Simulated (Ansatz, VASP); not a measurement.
# Two plane-wave programs on NbN

Contents of INCAR:

```
SYSTEM = NbN
PREC = Accurate
ENCUT = 520
EDIFF = 1E-7
ISMEAR = -1
SIGMA = 0.05
LREAL = .FALSE.
LASPH = .TRUE.
NELM = 200
ALGO = Normal
ISIF = 2
LWAVE = .FALSE.
LCHARG = .FALSE.
ISPIN = 2
MAGMOM = 2 0
LORBIT = 11
LMAXMIX = 4
GGA = PE
IBRION = 2
NSW = 80
EDIFFG = -0.02
GGA_COMPAT = .FALSE.
NELMIN = 4
KPAR = 4
```

File KPOINTS:

```
regular mesh
0
G
  18 18 18
  0 0 0
```

File POSCAR:

```
NbN
1.0
    0.0000000000      2.1797713683      2.1797713683
    2.1797713683      0.0000000000      2.1797713683
    2.1797713683      2.1797713683      0.0000000000
Nb N
1 1
Direct
    0.5000000000      0.5000000000      0.5000000000
    0.0000000000      0.0000000000      0.0000000000
```

Input for Ansatz:

```yaml
crystal:
  lattice:
    - [0.0, 2.1797713683, 2.1797713683]
    - [2.1797713683, 0.0, 2.1797713683]
    - [2.1797713683, 2.1797713683, 0.0]
  atoms:
    - { symbol: Nb, position: [0.5, 0.5, 0.5], spin: 2.0 }
    - { symbol: "N", position: [0.0, 0.0, 0.0] }
magnetization:
  spin_polarized: true
kpoints:
  mp_grid: { grid: [18, 18, 18] }
scf:
  occupations: { method: fermi_dirac, width: 0.05 }
hamiltonian:
  xc: pbe
  pseudopotentials: { kind: paw }
output:
  forces: true
  stress: true
  populations: true
  efg:
    quadrupole_moments_barn: { Nb: -0.32, "N": 0.02044 }
    contact_densities: true
  write_density: true
  write_potential: true
  elf: true
  volumetric_format: npy
relax:
  f_tol: 0.02
  max_steps: 60
```

Change from the starting cell: volume scaled by 0.98, ions relaxed.

Alike in both runs: task relaxation of the atoms; functional PBE; k mesh 18 × 18 × 18; occupations fermi-dirac, width 0.05 eV; collinear spin.

```csv
,VASP,Ansatz
version,VASP 6.6.1,Ansatz 0.2.0
potentials or method,"VASP PAW PBE potentials, release 64 (Nb_sv, N)","plane-wave PAW, scalar-relativistic"
plane-wave cutoff (eV),520,420
valence electrons in the cell,18,18
```

|  | VASP | Ansatz | Ansatz less VASP |
| --- | --- | --- | --- |
| net moment per atom (μB) | 0.00 | 0.00 | 0.000 |

Ansatz's warnings: seeded moment not kept, stress scf threshold loose.

Noted on VASP's run: the relaxation stopped at its first step, so nothing moved.
